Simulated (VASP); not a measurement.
Input of a VASP 6.6.1 run:

The input POSCAR:

```
BN
1.0
    0.0000000000      1.7466500000      1.7466500000
    1.7466500000      0.0000000000      1.7466500000
    1.7466500000      1.7466500000      0.0000000000
B N
1 1
Direct
    0.0000000000      0.0000000000      0.0000000000
    0.2500000000      0.2500000000      0.2500000000
```

The input INCAR.step1:

```
ALGO     = Normal         # electronic algorithm
EDIFF    = 1E-5           # SCF threshold, eV
ENCUT    = 660            # plane-wave cutoff, eV
GGA      = PE             # functional
GGA_COMPAT= False        
ISMEAR   = 0              # smearing method
LASPH    = True           # aspherical terms in the spheres
LCHARG   = False          # write CHGCAR
LREAL    = False          # projectors in reciprocal space
LWAVE    = True           # write WAVECAR
NBANDS   = 11             # bands
NELM     = 120            # most SCF steps
PREC     = Accurate       # precision mode
SIGMA    = 0.01           # smearing width, eV
```

INCAR.step2

```
ALGO     = Normal         # electronic algorithm
EDIFF    = 1E-6           # SCF threshold, eV
ENCUT    = 660            # plane-wave cutoff, eV
GGA_COMPAT= False        
ISIF     = 2              # what is computed and relaxed
ISMEAR   = 0              # smearing method
ISTART   = 1            
LASPH    = True           # aspherical terms in the spheres
LCHARG   = False          # write CHGCAR
LMIXTAU  = True         
LREAL    = False          # projectors in reciprocal space
LWAVE    = False          # write WAVECAR
METAGGA  = R2SCAN         # meta-GGA
NBANDS   = 11             # bands
NELM     = 120            # most SCF steps
PREC     = Accurate       # precision mode
SIGMA    = 0.01           # smearing width, eV
```

KPOINTS

```
k-points
0
Gamma
  4 4 4
```

Potentials or basis: VASP PAW PBE potentials, release 64 (B, N).

The run is started by

```sh
$ cat potpaw_PBE.64/B/POTCAR potpaw_PBE.64/N/POTCAR > POTCAR
$ cp INCAR.step1 INCAR
$ mpirun -np 1 vasp_std > vasp.out
$ cp INCAR.step2 INCAR
$ mpirun -np 1 vasp_std > vasp.out
```

(1) What does it give for the band gap on the k mesh?

(2) What does it give for the pressure?

Answers

(1) 5.07 eV, indirect (least direct gap 10.01 eV).

(2) 48.5 GPa.

Caveat: the k points lie up to 0.78 Å⁻¹ apart; the PAW data sets were made with another functional, which shifts forces and pressure a little.
